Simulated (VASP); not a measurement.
Here is a VASP 6.6.1 calculation.

INCAR

```
ALGO     = Normal         # electronic algorithm
EDIFF    = 1E-6           # SCF threshold, eV
ENCUT    = 520            # plane-wave cutoff, eV
GGA      = PE             # functional
ISIF     = 2              # what is computed and relaxed
ISMEAR   = -1             # smearing method
LASPH    = T              # aspherical terms in the spheres
LCHARG   = F              # write CHGCAR
LREAL    = F              # projectors in reciprocal space
LWAVE    = F              # write WAVECAR
NBANDS   = 49             # bands
NELM     = 80             # most SCF steps
PREC     = Accurate       # precision mode
SIGMA    = 0.02           # smearing width, eV
```

KPOINTS

```
k-points
0
Gamma
  6 6 4
```

The input POSCAR:

```
Si3SnO8
1.0
    3.1048833768     -3.0101726434      0.0000000000
    3.1048833768      3.0101726434      0.0000000000
    0.0000000000      0.0000000000      5.6471684943
Sn Si O
1 3 8
Direct
    0.5000000000      0.5000000000      0.0000000000
    0.0000000000      0.0000000000      0.7387199016
    0.5000000000      0.5000000000      0.5000000000
    0.0000000000      0.0000000000      0.2612800984
    0.1750482592      0.1750482592      0.0000000000
    0.8249517408      0.8249517408      0.0000000000
    0.7042584778      0.2957415222      0.7227292989
    0.2957415222      0.7042584778      0.7227292989
    0.1942356109      0.1942356109      0.5000000000
    0.8057643891      0.8057643891      0.5000000000
    0.7042584778      0.2957415222      0.2772707011
    0.2957415222      0.7042584778      0.2772707011
```

Potentials or basis: VASP PAW PBE potentials, release 64 (Sn_d, Si, O).

The run is started by

```console
$ cat potpaw_PBE.64/Sn_d/POTCAR potpaw_PBE.64/Si/POTCAR potpaw_PBE.64/O/POTCAR > POTCAR
$ mpirun -np 1 vasp_std > vasp.out
```

(1) Predict the pressure.

(2) Estimate the band gap on the k mesh.

(3) Estimate the largest force.

Results:

(1) 9.4 GPa.

(2) 3.54 eV.

(3) 0.179 eV/Å.

Caveat: the cell stands under pressure; spin-orbit coupling is left out, which moves the levels of the heavy elements.
